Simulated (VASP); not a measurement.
# HfN (P6_3/mmc) in VASP: notebook

The runs below take HfN through single point, with r2SCAN.

Everything below comes from runs of VASP 6.6.1. Logs are shortened: lines on timing, memory, paths and dates and some standing lists are left out, and cuts for length are marked.

## 1. The cell of the first run

Symmetry: P6_3/mmc, No. 194, hexagonal system. Conventional cell: a = 2.976 Å, b = 2.976 Å, c = 5.173 Å, α = 90.00°, β = 90.00°, γ = 120.00°. Within 2.8 Å of Hf (site symmetry -6m2) lie 6 N at 2.15 Å. N (site symmetry -3m) has 6 Hf at 2.15 Å and 2 N at 2.59 Å within 2.8 Å.

## 2. Single point, r2SCAN

Input file POSCAR:

```
HfN
1.0
    2.9764551085      0.0000000000      0.0000000000
   -1.4882275542      2.5776857372      0.0000000000
    0.0000000000      0.0000000000      5.1725924105
Hf N
2 2
Direct
    0.6666666667      0.3333333333      0.7500000000
    0.3333333333      0.6666666667      0.2500000000
    0.0000000000      0.0000000000      0.0000000000
    0.0000000000      0.0000000000      0.5000000000
```

Input file INCAR.step1:

```
  ALGO = Normal
  EDIFF = 1E-4
  ENCUT = 520
  GGA = PE
  ISMEAR = 1
  LASPH = True
  LCHARG = False
  LREAL = False
  LWAVE = True
  NBANDS = 23
  NELM = 100
  PREC = Accurate
  SIGMA = 0.05
```

Input file INCAR.step2:

```
  ALGO = Normal
  EDIFF = 1E-6
  ENCUT = 520
  ISIF = 2
  ISMEAR = 1
  ISTART = 1
  LASPH = True
  LCHARG = False
  LMIXTAU = True
  LREAL = False
  LWAVE = False
  METAGGA = R2SCAN
  NBANDS = 23
  NELM = 100
  PREC = Accurate
  SIGMA = 0.05
```

Input file KPOINTS:

```
k-points
0
Gamma
  6 6 3
```

Potentials or basis: VASP PAW PBE potentials, release 64 (Hf_pv, N).

The run is started by

```bash
$ cat potpaw_PBE.64/Hf_pv/POTCAR potpaw_PBE.64/N/POTCAR > POTCAR
$ cp INCAR.step1 INCAR
$ mpirun -np 1 vasp_std > vasp.out
$ cp INCAR.step2 INCAR
$ mpirun -np 1 vasp_std > vasp.out
```

OUTCAR:

```text
EDIFF = 1E-6
   ENCUT = 520
   ISIF = 2
   ISMEAR = 1
   ISTART = 1
   LASPH = True
   LREAL = False
   METAGGA = R2SCAN
   NELM = 100
   PREC = Accurate

 ion  position               nearest neighbor table
   1  0.667  0.333  0.750-   3 2.15   4 2.15   3 2.15   4 2.15   3 2.15   4 2.15   2 3.11   2 3.11
                             2 3.11   2 3.11   2 3.11   2 3.11
   2  0.333  0.667  0.250-   3 2.15   4 2.15   3 2.15   4 2.15   3 2.15   4 2.15   1 3.11   1 3.11
                             1 3.11   1 3.11   1 3.11   1 3.11
   3  0.000  0.000  0.000-   1 2.15   2 2.15   2 2.15   1 2.15   1 2.15   2 2.15
   4  0.000  0.000  0.500-   1 2.15   2 2.15   2 2.15   1 2.15   1 2.15   2 2.15

  LATTYP: Found a hexagonal cell.
 ALAT       =     2.9764551085
 C/A-ratio  =     1.7378365277

  Lattice vectors:

 A1 = (   2.9764551085,   0.0000000000,   0.0000000000)
 A2 = (  -1.4882275542,   2.5776857372,   0.0000000000)
 A3 = (   0.0000000000,   0.0000000000,   5.1725924105)

Analysis of symmetry for initial positions (statically):
=====================================================================
 Subroutine PRICEL returns:
 Original cell was already a primitive cell.

 Routine SETGRP: Setting up the symmetry group for a
 hexagonal supercell.

 Subroutine GETGRP returns: Found 24 space group operations
 (whereof 12 operations were pure point group operations)
 out of a pool of 24 trial point group operations.

The static configuration has the point symmetry D_3d.
 The point group associated with its full space group is D_6h.

Analysis of symmetry for dynamics (positions and initial velocities):
=====================================================================
 Subroutine PRICEL returns:
 Original cell was already a primitive cell.

 Routine SETGRP: Setting up the symmetry group for a
 hexagonal supercell.

 Subroutine GETGRP returns: Found 24 space group operations
 (whereof 12 operations were pure point group operations)
 out of a pool of 24 trial point group operations.

The dynamic configuration has the point symmetry D_3d.
 The point group associated with its full space group is D_6h.

 Subroutine INISYM returns: Found 24 space group operations
 (whereof 12 operations are pure point group operations),
 and found     1 'primitive' translations

----------------------------------------------------------------------------------------

                                     Primitive cell

  volume of cell :      39.6860

  direct lattice vectors                    reciprocal lattice vectors
     2.976455109  0.000000000  0.000000000     0.335970127  0.193972443  0.000000000
    -1.488227554  2.577685737  0.000000000     0.000000000  0.387944886  0.000000000
     0.000000000  0.000000000  5.172592411     0.000000000  0.000000000  0.193326657

  length of vectors
     2.976455109  2.976455108  5.172592411     0.387944886  0.387944886  0.193326657

  position of ions in fractional coordinates (direct lattice)
     0.666666667  0.333333333  0.750000000
     0.333333333  0.666666667  0.250000000
     0.000000000  0.000000000  0.000000000
     0.000000000  0.000000000  0.500000000

  ion indices of the primitive-cell ions
   primitive index   ion index
                 1           1
                 2           2
                 3           3
                 4           4

----------------------------------------------------------------------------------------

 KPOINTS: k-points

Automatic generation of k-mesh.
 Grid dimensions read from file:
 generate k-points for:    6    6    3

 Generating k-lattice:

  Cartesian coordinates                     Fractional coordinates (reciprocal lattice)
     0.055995021  0.032328741  0.000000000     0.166666667  0.000000000  0.000000000
     0.000000000  0.064657481  0.000000000     0.000000000  0.166666667  0.000000000
     0.000000000  0.000000000  0.064442219     0.000000000  0.000000000  0.333333333

  Length of vectors
     0.064657481  0.064657481  0.064442219

  Shift w.r.t. Gamma in fractional coordinates (k-lattice)
     0.000000000  0.000000000  0.000000000

 Subroutine IBZKPT returns following result:
 ===========================================

 Found     14 irreducible k-points:

 Following reciprocal coordinates:
            Coordinates               Weight
  0.000000  0.000000  0.000000      1.000000
  0.166667 -0.000000  0.000000      6.000000
  0.333333 -0.000000  0.000000      6.000000
  0.500000 -0.000000  0.000000      3.000000
  0.166667  0.166667  0.000000      6.000000
  0.333333  0.166667  0.000000     12.000000
  0.333333  0.333333  0.000000      2.000000
  0.000000  0.000000  0.333333      2.000000
  0.166667 -0.000000  0.333333     12.000000
  0.333333 -0.000000  0.333333     12.000000
  0.500000 -0.000000  0.333333      6.000000
  0.166667  0.166667  0.333333     12.000000
  0.333333  0.166667  0.333333     24.000000
  0.333333  0.333333  0.333333      4.000000
   k-points           NKPTS =     14   k-points in BZ     NKDIM =     14   number of bands    NBANDS=     23
   number of dos      NEDOS =    301   number of ions     NIONS =      4
   total plane-waves  NPLWV =  23040
   dimension x,y,z NGX =    24 NGY =   24 NGZ =   40
   dimension x,y,z NGXF=    48 NGYF=   48 NGZF=   80
   ions per type =               2   2
   NGX,Y,Z   is equivalent  to a cutoff of  13.40, 13.40, 12.86 a.u.
   NGXF,Y,Z  is equivalent  to a cutoff of  26.81, 26.81, 25.71 a.u.
 SYSTEM =  unknown system
   PREC   = accura    normal or accurate (medium, high low for compatibility)
   ISTART =      1    job   : 0-new  1-cont  2-samecut
   ICHARG =      0    charge: 1-file 2-atom 10-const
   ISPIN  =      1    spin polarized calculation?
   LNONCOLLINEAR =      F non collinear calculations
   LSORBIT =      F    spin-orbit coupling
   LASPH  =      T    aspherical Exc in radial PAW
   ENCUT  =  520.0 eV  38.22 Ry    6.18 a.u.   5.53  5.53  9.62*2*pi/ulx,y,z
   NELM   =    100;   NELMIN=  2; NELMDL=  0     # of ELM steps
   EDIFF  = 0.1E-05   stopping-criterion for ELM
   LREAL  =      F    real-space projection
   EDIFFG = 0.1E-04   stopping-criterion for IOM
   NSW    =      0    number of steps for IOM
   IBRION =     -1    ionic relax: 0-MD 1-quasi-New 2-CG
   NFREE  =      0    steps in history (QN), initial steepest desc. (CG)
   ISIF   =      2    stress and relaxation
   ISYM   =      2    0-nonsym 1-usesym 2-fastsym
   POTIM  = 0.5000    time-step for ionic-motion
   TEBEG  =    0.0;   TEEND  =   0.0 temperature during run
   PSTRESS=    0.0 pullay stress
   NELECT =      30.0000    total number of electrons
   NUPDOWN=      -1.0000    fix difference up-down
   EMIN   =  10.00;   EMAX   =-10.00  energy-range for DOS
   EFERMI =   0.00;   METHOD = LEGACY
   ISMEAR =     1;   SIGMA  =   0.05  broadening in eV -4-tet -1-fermi 0-gaus
   EFERMI_NEDOS =   21; number of points for ismear=-14 and -15
   IALGO  =     38    algorithm
   IMIX   =      4    mixing-type and parameters
     AMIX     =   0.40;   BMIX     =  1.00
     AMIX_MAG =   1.60;   BMIX_MAG =  1.00
  volume/ion in A,a.u.               =       9.92        66.95
  Fermi-wavevector in a.u.,A,eV,Ry     =   1.491315  2.818177 30.259636  2.224021
  Thomas-Fermi vector in A             =   2.603986
   LORBIT       =      0    0 simple, 1 ext, 2 COOP (PROOUT), +10 PAW based schemes
   METAGGA = R2SCAN    functional components
   LHFCALC =     F    Hartree Fock is set to
   AEXX    =    0.0000 exact exchange contribution
   IVDW    =     0    specifies the selected vdW correction
   LEPSILON=     F    determine dielectric tensor
   LRPA    =     F    only Hartree local field effects (RPA)
 non-spin polarized calculation
 Methfessel and Paxton  Order N= 1 SIGMA  =   0.05
  energy-cutoff  :      520.00
  volume of cell :       39.69
 maximum number of plane-waves:      1093
 NGX is ok and might be reduce to    24
   NGX = 11   NGY = 11   NGZ = 19

 number of electron      30.0000003 magnetization

 Free energy of the ion-electron system (eV)
  ---------------------------------------------------
  ext. energy  EPLUGINS =         0.00000000
  ---------------------------------------------------
  free energy    TOTEN  =      -115.40932459 eV

  energy without entropy =     -115.40871946  energy(sigma->0) =     -115.40912288

 E-fermi :   9.6055     XC(G=0): -14.5032

 val. band max:        9.5958851918   @ k =   0.1667  -0.0000   0.0000
 cond. band min:       9.8212394179   @ k =   0.3333   0.3333   0.3333
 fundamental gap:      0.2253542261
 Fermi energy:         9.6054551706

 k-point     1 :       0.0000    0.0000    0.0000
  band No.  band energies     occupation
      1     -23.6809      2.00000
      2     -22.1742      2.00000
      3     -22.0514      2.00000
      4     -22.0514      2.00000
      5     -21.9682      2.00000
      6     -21.9682      2.00000
[... 15 lines left out ...]
     22      16.3869      0.00000
     23      16.3869      0.00000

 k-point     2 :       0.1667   -0.0000    0.0000
  band No.  band energies     occupation
      1     -23.5102      2.00000
      2     -22.4721      2.00000
      3     -22.3262      2.00000
      4     -22.1851      2.00000
      5     -22.1699      2.00000
      6     -22.0024      2.00000
[... 15 lines left out ...]
     22      15.6940      0.00000
     23      16.0352      0.00000

 k-point     3 :       0.3333   -0.0000    0.0000
  band No.  band energies     occupation
      1     -23.2575      2.00000
      2     -23.1021      2.00000
      3     -22.9469      2.00000
      4     -22.3664      2.00000
      5     -22.2609      2.00000
      6     -22.1038      2.00000
[... 15 lines left out ...]
     22      16.4680      0.00000
     23      17.0756      0.00000

 k-point     4 :       0.5000   -0.0000    0.0000
  band No.  band energies     occupation
      1     -23.6135      2.00000
      2     -23.2346      2.00000
      3     -22.8035      2.00000
      4     -22.4568      2.00000
      5     -22.3863      2.00000
      6     -22.1590      2.00000
[... 15 lines left out ...]
     22      16.6084      0.00000
     23      18.9748      0.00000

 k-point     5 :       0.1667    0.1667    0.0000
  band No.  band energies     occupation
      1     -23.2191      2.00000
      2     -22.9688      2.00000
      3     -22.8086      2.00000
      4     -22.3076      2.00000
      5     -22.2282      2.00000
      6     -22.1973      2.00000
[... 15 lines left out ...]
     22      15.6814      0.00000
     23      17.0408      0.00000

 k-point     6 :       0.3333    0.1667    0.0000
  band No.  band energies     occupation
      1     -23.4446      2.00000
      2     -23.0942      2.00000
      3     -22.8261      2.00000
      4     -22.6096      2.00000
      5     -22.3742      2.00000
      6     -22.3620      2.00000
[... 15 lines left out ...]
     22      17.6355      0.00000
     23      17.7264      0.00000

 k-point     7 :       0.3333    0.3333    0.0000
  band No.  band energies     occupation
      1     -23.3831      2.00000
      2     -22.8894      2.00000
      3     -22.8894      2.00000
      4     -22.8100      2.00000
      5     -22.5487      2.00000
      6     -22.5487      2.00000
[... 93 lines left out ...]
     22      16.4801      0.00000
     23      17.1253      0.00000

 k-point    11 :       0.5000   -0.0000    0.3333
  band No.  band energies     occupation
      1     -23.6152      2.00000
      2     -23.4308      2.00000
      3     -22.5909      2.00000
      4     -22.3842      2.00000
      5     -22.3753      2.00000
      6     -22.2353      2.00000
[... 15 lines left out ...]
     22      17.8195      0.00000
     23      17.9468      0.00000

 k-point    12 :       0.1667    0.1667    0.3333
  band No.  band energies     occupation
      1     -23.1832      2.00000
      2     -23.0372      2.00000
      3     -22.6275      2.00000
      4     -22.4257      2.00000
      5     -22.2390      2.00000
      6     -22.2263      2.00000
[... 15 lines left out ...]
     22      16.8058      0.00000
     23      16.8208      0.00000

 k-point    13 :       0.3333    0.1667    0.3333
  band No.  band energies     occupation
      1     -23.4349      2.00000
      2     -23.2861      2.00000
      3     -22.7084      2.00000
      4     -22.5580      2.00000
      5     -22.4240      2.00000
      6     -22.2828      2.00000
[... 15 lines left out ...]
     22      17.0065      0.00000
     23      17.5996      0.00000

 k-point    14 :       0.3333    0.3333    0.3333
  band No.  band energies     occupation
      1     -23.2475      2.00000
      2     -23.0656      2.00000
      3     -23.0656      2.00000
      4     -22.9613      2.00000
      5     -22.3557      2.00000
      6     -22.3557      2.00000
[... 15 lines left out ...]
     22      16.8684      0.00000
     23      18.4399      0.00000

------------------------ aborting loop because EDIFF is reached ----------------------------------------

  FORCE on cell =-STRESS in cart. coord.  units (eV):
  Direction    XX          YY          ZZ          XY          YZ          ZX
  --------------------------------------------------------------------------------------
  -------------------------------------------------------------------------------------
  Total       14.1157826     14.1157826     14.3419386      0.0000000      0.0000000      0.0000000
  in kB      569.8728675    569.8728675    579.0030843      0.0000000      0.0000000      0.0000000
  external PRESSURE =     572.9162731 kB  Pullay stress =       0.0000000 kB

 VOLUME and BASIS-vectors are now :
 -----------------------------------------------------------------------------
  energy-cutoff  :      520.00
  volume of cell :       39.69
      direct lattice vectors                 reciprocal lattice vectors
     2.976455109  0.000000000  0.000000000     0.335970127  0.193972443  0.000000000
    -1.488227554  2.577685737  0.000000000     0.000000000  0.387944886  0.000000000
     0.000000000  0.000000000  5.172592411     0.000000000  0.000000000  0.193326657

 POSITION                                       TOTAL-FORCE (eV/Angst)
 -----------------------------------------------------------------------------------
      1.48823      0.85923      3.87944         0.000000     -0.000000      0.000000
     -0.00000      1.71846      1.29315         0.000000      0.000000      0.000000
      0.00000      0.00000      0.00000        -0.000000      0.000000      0.000000
      0.00000      0.00000      2.58630        -0.000000      0.000000      0.000000
 -----------------------------------------------------------------------------------
    total drift:                               -0.000000      0.000000     -0.000000

  FREE ENERGIE OF THE ION-ELECTRON SYSTEM (eV)
  ---------------------------------------------------
  free  energy   TOTEN  =      -115.4093245898 eV

  energy  without entropy=     -115.4087194599  energy(sigma->0) =     -115.40912288
```

Wall time 43 s (1 thread of AMD EPYC 7R13, shared host); peak memory 0.17 GiB.

What came out:

```
Free energy            : -115.4093 eV
Pressure               : 57.3 GPa
Band gap on the k mesh : zero (band 15 reaches 10.84 eV, above the bottom of band 16 at 9.51 eV)
```

Caveat: the k points lie up to 0.41 Å⁻¹ apart; the PAW data sets were made with another functional, which shifts forces and pressure a little; spin-orbit coupling is left out, which moves the levels of the heavy elements.

(Continued in part 2 of 2.)
